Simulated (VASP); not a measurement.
Wanted: the native input for a VASP 6.6.1 run.

```yaml
Task: single point
Functional: PBEsol
Potentials_or_basis: VASP PAW PBE potentials, release 64 (Co, Si)
Cutoff: 520 eV
k_mesh: 14 × 14 × 14
Occupations: fermi-dirac, width 0.05 eV
Spin: no spin polarisation
Dipole_correction: no
Further_INCAR_settings: ALGO = Normal; EDIFF = 1e-06; NBANDS = 14
```

The structure of CoSi (rocksalt type) lies in POSCAR:

```
CoSi
1.0
    0.0000000000      2.2574752063      2.2574752063
    2.2574752063      0.0000000000      2.2574752063
    2.2574752063      2.2574752063      0.0000000000
Co Si
1 1
Direct
    0.0000000000      0.0000000000      0.0000000000
    0.5000000000      0.5000000000      0.5000000000
```

This cell differs from its parent crystal: volume scaled by 0.94.

One way to write it, as run:

INCAR

```
SYSTEM = CoSi
PREC     = Accurate       ! precision mode
ENCUT    = 520            ! plane-wave cutoff, eV
EDIFF    = 1E-6           ! SCF threshold, eV
ISMEAR   = -1             ! smearing method
SIGMA    = 0.05           ! smearing width, eV
LREAL    = .False.        ! projectors in reciprocal space
LASPH    = .True.         ! aspherical terms in the spheres
NELM     = 80             ! most SCF steps
ALGO     = Normal         ! electronic algorithm
ISIF     = 2              ! what is computed and relaxed
LWAVE    = .False.        ! write WAVECAR
LCHARG   = .False.        ! write CHGCAR
GGA      = PS             ! functional
NBANDS   = 14             ! bands
```

KPOINTS

```
Automatic mesh
0
Gamma
  14 14 14
  0 0 0
```

Potentials or basis: VASP PAW PBE potentials, release 64 (Co, Si).

Command:

```bash
$ cat potpaw_PBE.64/Co/POTCAR potpaw_PBE.64/Si/POTCAR > POTCAR
$ mpirun -np 1 vasp_std > vasp.out
```

Results of the run:

```json
{
  "Pressure": "12.9 GPa"
}
```

Caveat: the PAW data sets were made with another functional, which shifts forces and pressure a little.

Wall time 11 s on 1 thread of Intel Xeon 6975P-C (shared host), peak memory 0.16 GiB.
